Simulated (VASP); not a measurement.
# C3O (Fm-3m) in VASP: a series of runs

C3O is run at these levels: PBE+D3(BJ); tasks: single point, relaxation of cell and atoms.

Program: VASP 6.6.1. These are calculated values, not measurements. Logs are shortened: lines on timing, memory, paths and dates and some standing lists are left out, and cuts for length are marked.

## Step 1: The cell of the first run

It takes space group Fm-3m (No. 225, cubic). The conventional cell has a = 4.827 Å, b = 4.827 Å, c = 4.827 Å, α = 90.00°, β = 90.00°, γ = 90.00°. C (site symmetry -43m) has 4 O at 2.09 Å and 10 C at 2.09 to 2.41 Å within 2.8 Å. C (site symmetry m-3m) has 8 C at 2.09 Å and 6 O at 2.41 Å within 2.8 Å. O (site symmetry m-3m) has 14 C at 2.09 to 2.41 Å within 2.8 Å.

The cell was generated, and may not be a known phase.

## Step 2: Single point, PBE+D3(BJ)

The input, INCAR:

```
ALGO = Normal
EDIFF = 1E-7
ENCUT = 520
GGA = PE
ISIF = 2
ISMEAR = 0
IVDW = 12
LASPH = T
LCHARG = T
LELF = T
LREAL = F
LVHAR = T
LWAVE = F
NBANDS = 17
NELM = 80
PREC = Accurate
SIGMA = 0.1
```

The input, KPOINTS:

```
k-points
0
Gamma
  16 16 16
```

The input, POSCAR:

```
C3O
1.0
    0.0000000000      2.4135966143      2.4135966143
    2.4135966143      0.0000000000      2.4135966143
    2.4135966143      2.4135966143      0.0000000000
C O
3 1
Direct
    0.7500000000      0.7500000000      0.7500000000
    0.5000000000      0.5000000000      0.5000000000
    0.2500000000      0.2500000000      0.2500000000
    0.0000000000      0.0000000000      0.0000000000
```

Potentials or basis: VASP PAW PBE potentials, release 64 (C, O).

On the command line:

```bash
$ cat potpaw_PBE.64/C/POTCAR potpaw_PBE.64/O/POTCAR > POTCAR
$ mpirun -np 1 vasp_std > vasp.out
```

OUTCAR:

```text
EDIFF = 1E-7
   ENCUT = 520
   GGA = PE
   ISIF = 2
   ISMEAR = 0
   IVDW = 12
   LASPH = T
   LREAL = F
   NELM = 80
   PREC = Accurate
 IVDW          = 12

 ion  position               nearest neighbor table
   1  0.750  0.750  0.750-
   2  0.500  0.500  0.500-
   3  0.250  0.250  0.250-
   4  0.000  0.000  0.000-

  LATTYP: Found a face centered cubic cell.
 ALAT       =     4.8271932286

  Lattice vectors:

 A1 = (   0.0000000000,   2.4135966143,   2.4135966143)
 A2 = (   2.4135966143,   0.0000000000,   2.4135966143)
 A3 = (   2.4135966143,   2.4135966143,   0.0000000000)

Analysis of symmetry for initial positions (statically):
=====================================================================
 Subroutine PRICEL returns:
 Original cell was already a primitive cell.

 Routine SETGRP: Setting up the symmetry group for a
 face centered cubic supercell.

 Subroutine GETGRP returns: Found 48 space group operations
 (whereof 48 operations were pure point group operations)
 out of a pool of 48 trial point group operations.

The static configuration has the point symmetry O_h .

Analysis of symmetry for dynamics (positions and initial velocities):
=====================================================================
 Subroutine PRICEL returns:
 Original cell was already a primitive cell.

 Routine SETGRP: Setting up the symmetry group for a
 face centered cubic supercell.

 Subroutine GETGRP returns: Found 48 space group operations
 (whereof 48 operations were pure point group operations)
 out of a pool of 48 trial point group operations.

The dynamic configuration has the point symmetry O_h .

 Subroutine INISYM returns: Found 48 space group operations
 (whereof 48 operations are pure point group operations),
 and found     1 'primitive' translations

----------------------------------------------------------------------------------------

                                     Primitive cell

  volume of cell :      28.1206

  direct lattice vectors                    reciprocal lattice vectors
     0.000000000  2.413596614  2.413596614    -0.207159720  0.207159720  0.207159720
     2.413596614  0.000000000  2.413596614     0.207159720 -0.207159720  0.207159720
     2.413596614  2.413596614  0.000000000     0.207159720  0.207159720 -0.207159720

  length of vectors
     3.413341066  3.413341066  3.413341066     0.358811161  0.358811161  0.358811161

  position of ions in fractional coordinates (direct lattice)
     0.750000000  0.750000000  0.750000000
     0.500000000  0.500000000  0.500000000
     0.250000000  0.250000000  0.250000000
     0.000000000  0.000000000  0.000000000

  ion indices of the primitive-cell ions
   primitive index   ion index
                 1           1
                 2           2
                 3           3
                 4           4

----------------------------------------------------------------------------------------

 KPOINTS: k-points

Automatic generation of k-mesh.
 Grid dimensions read from file:
 generate k-points for:   16   16   16

 Generating k-lattice:

  Cartesian coordinates                     Fractional coordinates (reciprocal lattice)
    -0.012947483  0.012947483  0.012947483     0.062500000  0.000000000  0.000000000
     0.012947483 -0.012947483  0.012947483     0.000000000  0.062500000  0.000000000
     0.012947483  0.012947483 -0.012947483     0.000000000  0.000000000  0.062500000

  Length of vectors
     0.022425698  0.022425698  0.022425698

  Shift w.r.t. Gamma in fractional coordinates (k-lattice)
     0.000000000  0.000000000  0.000000000

 Subroutine IBZKPT returns following result:
 ===========================================

 Found    145 irreducible k-points:

 Following reciprocal coordinates:
            Coordinates               Weight
  0.000000  0.000000  0.000000      1.000000
  0.062500  0.000000  0.000000      8.000000
  0.125000  0.000000  0.000000      8.000000
  0.187500  0.000000  0.000000      8.000000
  0.250000  0.000000  0.000000      8.000000
  0.312500  0.000000  0.000000      8.000000
[... 16 lines left out ...]
 -0.125000  0.062500  0.000000     24.000000
 -0.062500  0.062500  0.000000     12.000000
 [... further k-points ...]
   k-points           NKPTS =    145   k-points in BZ     NKDIM =    145   number of bands    NBANDS=     17
   number of dos      NEDOS =    301   number of ions     NIONS =      4
   total plane-waves  NPLWV =  21952
   dimension x,y,z NGX =    28 NGY =   28 NGZ =   28
   dimension x,y,z NGXF=    56 NGYF=   56 NGZF=   56
   ions per type =               3   1
   NGX,Y,Z   is equivalent  to a cutoff of  13.64, 13.64, 13.64 a.u.
   NGXF,Y,Z  is equivalent  to a cutoff of  27.27, 27.27, 27.27 a.u.
 SYSTEM =  unknown system
   PREC   = accura    normal or accurate (medium, high low for compatibility)
   ISTART =      0    job   : 0-new  1-cont  2-samecut
   ICHARG =      2    charge: 1-file 2-atom 10-const
   ISPIN  =      1    spin polarized calculation?
   LNONCOLLINEAR =      F non collinear calculations
   LSORBIT =      F    spin-orbit coupling
   LASPH  =      T    aspherical Exc in radial PAW
   ENCUT  =  520.0 eV  38.22 Ry    6.18 a.u.   6.35  6.35  6.35*2*pi/ulx,y,z
   NELM   =     80;   NELMIN=  2; NELMDL= -5     # of ELM steps
   EDIFF  = 0.1E-06   stopping-criterion for ELM
   LREAL  =      F    real-space projection
   EDIFFG = 0.1E-05   stopping-criterion for IOM
   NSW    =      0    number of steps for IOM
   IBRION =     -1    ionic relax: 0-MD 1-quasi-New 2-CG
   NFREE  =      0    steps in history (QN), initial steepest desc. (CG)
   ISIF   =      2    stress and relaxation
   ISYM   =      2    0-nonsym 1-usesym 2-fastsym
   POTIM  = 0.5000    time-step for ionic-motion
   TEBEG  =    0.0;   TEEND  =   0.0 temperature during run
   PSTRESS=    0.0 pullay stress
   NELECT =      18.0000    total number of electrons
   NUPDOWN=      -1.0000    fix difference up-down
   EMIN   =  10.00;   EMAX   =-10.00  energy-range for DOS
   EFERMI =   0.00;   METHOD = LEGACY
   ISMEAR =     0;   SIGMA  =   0.10  broadening in eV -4-tet -1-fermi 0-gaus
   EFERMI_NEDOS =   21; number of points for ismear=-14 and -15
   IALGO  =     38    algorithm
   IMIX   =      4    mixing-type and parameters
     AMIX     =   0.40;   BMIX     =  1.00
     AMIX_MAG =   1.60;   BMIX_MAG =  1.00
  volume/ion in A,a.u.               =       7.03        47.44
  Fermi-wavevector in a.u.,A,eV,Ry     =   1.410883  2.666182 27.083630  1.990591
  Thomas-Fermi vector in A             =   2.532791
   LORBIT       =      0    0 simple, 1 ext, 2 COOP (PROOUT), +10 PAW based schemes
   GGA     = PE    functional components
   LHFCALC =     F    Hartree Fock is set to
   AEXX    =    0.0000 exact exchange contribution
   IVDW    =    12    specifies the selected vdW correction
   LEPSILON=     F    determine dielectric tensor
   LRPA    =     F    only Hartree local field effects (RPA)
 non-spin polarized calculation
 Gauss-broadening in eV      SIGMA  =   0.10
  energy-cutoff  :      520.00
  volume of cell :       28.12
 maximum number of plane-waves:       775
 NGX is ok and might be reduce to    28
   NGX = 13   NGY = 13   NGZ = 13

 number of electron      17.9999998 magnetization

 Free energy of the ion-electron system (eV)
  ---------------------------------------------------
  ext. energy  EPLUGINS =         0.00000000
  ---------------------------------------------------
  free energy    TOTEN  =       -17.62766480 eV

  energy without entropy =      -17.61638347  energy(sigma->0) =      -17.62202413

 E-fermi :   6.8329     XC(G=0): -12.8642

 val. band max:        6.8318930410   @ k =  -0.2500   0.3125   0.1250
 cond. band min:       6.8381633752   @ k =  -0.4375   0.5000   0.0625
 fundamental gap:      0.0062703342
 Fermi energy:         6.8329433972

 k-point     1 :       0.0000    0.0000    0.0000
  band No.  band energies     occupation
      1     -14.0921      2.00000
      2      -5.1916      2.00000
      3       1.9542      2.00000
      4       2.6621      2.00000
      5       2.6621      2.00000
      6       2.6621      2.00000
[... 9 lines left out ...]
     16      13.9494      0.00000
     17      20.0508      0.00000

 k-point     2 :       0.0625    0.0000    0.0000
  band No.  band energies     occupation
      1     -14.0459      2.00000
      2      -5.2480      2.00000
      3       1.5729      2.00000
      4       2.4989      2.00000
      5       2.5488      2.00000
      6       2.5488      2.00000
[... 9 lines left out ...]
     16      13.9160      0.00000
     17      20.2669      0.00000

 k-point     3 :       0.1250    0.0000    0.0000
  band No.  band energies     occupation
      1     -13.9098      2.00000
      2      -5.4179      2.00000
      3       0.5611      2.00000
      4       2.3023      2.00000
      5       2.3023      2.00000
      6       2.6641      2.00000
[... 9 lines left out ...]
     16      13.8168      0.00000
     17      20.8917      0.00000

 k-point     4 :       0.1875    0.0000    0.0000
  band No.  band energies     occupation
      1     -13.6912      2.00000
      2      -5.7023      2.00000
      3      -0.4832      2.00000
      4       2.0464      2.00000
      5       2.0464      2.00000
      6       2.9045      2.00000
[... 9 lines left out ...]
     16      13.6501      0.00000
     17      21.8671      0.00000
[... 343 lines left out ...]
      1     -13.5645      2.00000
      2      -5.8440      2.00000
      3      -0.9236      2.00000
      4       1.4324      2.00000
      5       2.3850      2.00000
      6       2.5824      2.00000
[... 9 lines left out ...]
     16      13.6831      0.00000
     17      21.9568      0.00000

 k-point    23 :      -0.1250    0.0625    0.0000
  band No.  band energies     occupation
      1     -13.8063      2.00000
      2      -5.5385      2.00000
      3       0.0541      2.00000
      4       1.7307      2.00000
      5       2.5903      2.00000
      6       2.6644      2.00000
[... 9 lines left out ...]
     16      13.8191      0.00000
     17      21.0178      0.00000

 k-point    24 :      -0.0625    0.0625    0.0000
  band No.  band energies     occupation
      1     -13.9698      2.00000
      2      -5.3396      2.00000
      3       1.0208      2.00000
      4       2.0930      2.00000
      5       2.4828      2.00000
      6       2.6835      2.00000
[... 9 lines left out ...]
     16      13.8961      0.00000
     17      20.4370      0.00000

 [... further k-points ...]

------------------------ aborting loop because EDIFF is reached ----------------------------------------

 Edisp (eV)   -0.79877

 E8    (eV) :    -0.2212

  FORCE on cell =-STRESS in cart. coord.  units (eV):
  Direction    XX          YY          ZZ          XY          YZ          ZX
  --------------------------------------------------------------------------------------
  -------------------------------------------------------------------------------------
  Total      -0.00543    -0.00543    -0.00543     0.00000    -0.00000    -0.00000
  in kB      -0.30953    -0.30953    -0.30953     0.00000    -0.00000    -0.00000
  external pressure =       -0.31 kB  Pullay stress =        0.00 kB

 VOLUME and BASIS-vectors are now :
 -----------------------------------------------------------------------------
  energy-cutoff  :      520.00
  volume of cell :       28.12
      direct lattice vectors                 reciprocal lattice vectors
     0.000000000  2.413596614  2.413596614    -0.207159720  0.207159720  0.207159720
     2.413596614  0.000000000  2.413596614     0.207159720 -0.207159720  0.207159720
     2.413596614  2.413596614  0.000000000     0.207159720  0.207159720 -0.207159720

 POSITION                                       TOTAL-FORCE (eV/Angst)
 -----------------------------------------------------------------------------------
      3.62039      3.62039      3.62039         0.000000     -0.000000      0.000000
      2.41360      2.41360      2.41360        -0.000000      0.000000     -0.000000
      1.20680      1.20680      1.20680        -0.000000     -0.000000      0.000000
      0.00000      0.00000      0.00000        -0.000000      0.000000     -0.000000
 -----------------------------------------------------------------------------------
    total drift:                               -0.000000     -0.000000      0.000000

  FREE ENERGIE OF THE ION-ELECTRON SYSTEM (eV)
  ---------------------------------------------------
  free  energy   TOTEN  =       -18.4264388203 eV

  energy  without entropy=      -18.4151574877  energy(sigma->0) =      -18.42079815
```

Wall time 42 s (1 thread of AMD EPYC 9R45 (Zen 5), shared host); peak memory 0.18 GiB.

What came out:

* Free energy: -18.4264 eV
* Pressure: 0.0 GPa
* Band gap on the k mesh: zero (bands 9 and 10 overlap by 2.82 eV)
* Dispersion energy per atom: -0.200 eV

Levels at points of the mesh, in eV from the Fermi level:
```csv
k point,band 7,band 8,band 9,band 10,band 11,band 12
"(0.00, 0.00, 0.00)",-2.32,-2.32,-2.32,-1.41,-1.41,-1.41
"(0.50, 0.00, 0.00)",-3.88,-3.88,-0.47,0.87,2.73,2.73
"(0.50, 0.50, 0.00)",0.13,0.43,0.43,2.25,3.27,3.27
```

## Step 3: Relaxation of cell and atoms, PBE+D3(BJ), collinear spin, ferromagnetic start

This run uses another cell than the first one, of 14.89 Å³/atom.

The input, INCAR:

```
ALGO     = Normal         # electronic algorithm
EDIFF    = 1E-7           # SCF threshold, eV
EDIFFG   = -0.04          # ionic threshold
ENCUT    = 600            # plane-wave cutoff, eV
GGA      = PE             # functional
IBRION   = 2              # ionic algorithm
ISIF     = 3              # what is computed and relaxed
ISMEAR   = 0              # smearing method
ISPIN    = 2              # spin polarisation
IVDW     = 12             # dispersion correction
LASPH    = T              # aspherical terms in the spheres
LCHARG   = F              # write CHGCAR
LORBIT   = 11             # projections on sites
LREAL    = F              # projectors in reciprocal space
LWAVE    = F              # write WAVECAR
MAGMOM   = 1 1 1 1        # initial moments
NELM     = 150            # most SCF steps
NSW      = 90             # ionic steps
PREC     = Accurate       # precision mode
SIGMA    = 0.1            # smearing width, eV
```

The input, KPOINTS:

```
k-points
0
Gamma
  6 6 6
```

The input, POSCAR:

```
C3O
1.0
    0.0000000000      3.0995488200      3.0995488200
    3.0995488200      0.0000000000      3.0995488200
    3.0995488200      3.0995488200      0.0000000000
C O
3 1
Direct
    0.7500000000      0.7500000000      0.7500000000
    0.5000000000      0.5000000000      0.5000000000
    0.2500000000      0.2500000000      0.2500000000
    0.0000000000      0.0000000000      0.0000000000
```

Potentials or basis: VASP PAW PBE potentials, release 64 (C, O).

On the command line:

```bash
$ cat potpaw_PBE.64/C/POTCAR potpaw_PBE.64/O/POTCAR > POTCAR
$ mpirun -np 1 vasp_std > vasp.out
```

It took 4.4 min on 1 thread of AMD EPYC 9R45 (Zen 5), shared host; peak memory 0.24 GiB.

Results (log left out):

| Quantity | Value |
| --- | --- |
| Free energy | -18.5298 eV |
| Relaxed volume | 6.95 Å³/atom |
| Relaxed cell | a = 3.401 Å, b = 3.401 Å, c = 3.401 Å, α = 60.00°, β = 60.00°, γ = 60.00° |
| Space group after relaxing (to 0.1 Å) | Fm-3m (No. 225) |
| Pressure after relaxing | 0.0 GPa |
| Band gap on the k mesh | zero (filled and empty bands overlap) |
| Net moment | 0.00 μB per cell |
| Valence electrons inside the program's atomic spheres | C 2.01, 2.08 (each value once); O 4.80 |
| Dispersion energy per atom | -0.200 eV |

Final structure:
```
C O
1.0
     0.00000    2.40486    2.40486
     2.40486    0.00000    2.40486
     2.40486    2.40486    0.00000
C O
3 1
Direct
  0.75000 0.75000 0.75000
  0.50000 0.50000 0.50000
  0.25000 0.25000 0.25000
  0.00000 0.00000 0.00000
```

Levels at points of the mesh, in eV from the Fermi level:
Spin up:
```tsv
k point	band 5	band 6	band 7	band 8	band 9	band 10	band 11	band 12	band 13	band 14
(0.00, 0.00, 0.00)	-4.28	-4.28	-2.39	-2.39	-2.39	-1.40	-1.40	-1.40	-0.99	7.19
(0.50, 0.00, 0.00)	-5.36	-5.24	-3.92	-3.92	-0.51	0.90	2.71	2.71	4.94	5.43
(0.50, 0.50, 0.00)	-8.33	-8.13	0.09	0.40	0.40	2.31	3.27	3.27	4.41	4.87
```
Spin down:
```csv
k point,band 5,band 6,band 7,band 8,band 9,band 10,band 11,band 12,band 13,band 14
"(0.00, 0.00, 0.00)",-4.28,-4.28,-2.39,-2.39,-2.39,-1.40,-1.40,-1.40,-0.99,7.19
"(0.50, 0.00, 0.00)",-5.36,-5.24,-3.92,-3.92,-0.51,0.90,2.71,2.71,4.94,5.43
"(0.50, 0.50, 0.00)",-8.33,-8.13,0.09,0.40,0.40,2.31,3.27,3.27,4.41,4.87
```

Caveat: the volume moved by over 15 % at a fixed basis, so the end points are rough.

[end of part 1 of 2]

The gap in the log of VASP goes by the Fermi energy; the results here count the filled bands.